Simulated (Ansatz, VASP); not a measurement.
**SiC in VASP and in Ansatz**

```xyz
4
Lattice="3.0755 0.0000 0.0000 -1.5378 2.6635 0.0000 0.0000 0.0000 5.0486" Properties=species:S:1:pos:R:3 pbc="T T T"
Si    0.0000    1.7756    0.0232
Si    1.5378    0.8878    2.5475
C     0.0000    1.7756    1.9205
C     1.5378    0.8878    4.4448
```

Alike in both runs: task relaxation of the atoms; functional r2SCAN; k mesh 12 × 12 × 6; occupations fermi-dirac, width 0.02 eV; no spin polarisation.

|  | VASP | Ansatz |
| --- | --- | --- |
| version | VASP 6.6.1 | Ansatz 0.2.0 |
| potentials or method | VASP PAW PBE potentials, release 64 (Si, C), cutoff 520 eV | PAW plane waves |
| valence electrons in the cell | 16 | 16 |

```tsv
	VASP	Ansatz	Ansatz less VASP
gap on the k mesh at the Fermi level, each at its own relaxed structure (eV)	2.66	2.65	-0.008
```

VASP's potentials were made for PBE, not for r2SCAN. Ansatz's warnings: stress scf threshold loose.

Noted on VASP's run: the relaxation stopped at its first step, so nothing moved.
